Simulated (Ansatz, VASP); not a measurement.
One calculation of Cu, two programs

```xyz
1
Lattice="0.0000 1.8542 1.8542 1.8542 0.0000 1.8542 1.8542 1.8542 0.0000" Properties=species:S:1:pos:R:3 pbc="T T T"
Cu    0.0000    0.0000    0.0000
```

Alike in both runs: task single point; functional revPBE; k mesh 24 × 24 × 24; occupations fermi-dirac, width 0.1 eV; no spin polarisation.

|  | VASP | Ansatz |
| --- | --- | --- |
| version | VASP 6.6.1 | Ansatz 0.2.0 |
| potentials or method | VASP PAW PBE potentials, release 64 (Cu), cutoff 520 eV | plane waves (420 eV) with PAW, scalar-relativistic |
| valence electrons in the cell | 11 | 19 |

Ansatz gave:

- pressure (GPa): -4.5

Problem. Which values does VASP return?

Solution. Pressure (GPa): -4.0.

VASP's potentials were made for PBE, not for revPBE. VASP's potentials hold 11 valence electrons a cell and Ansatz's 19, so a difference there can come from the potentials and not from the codes.
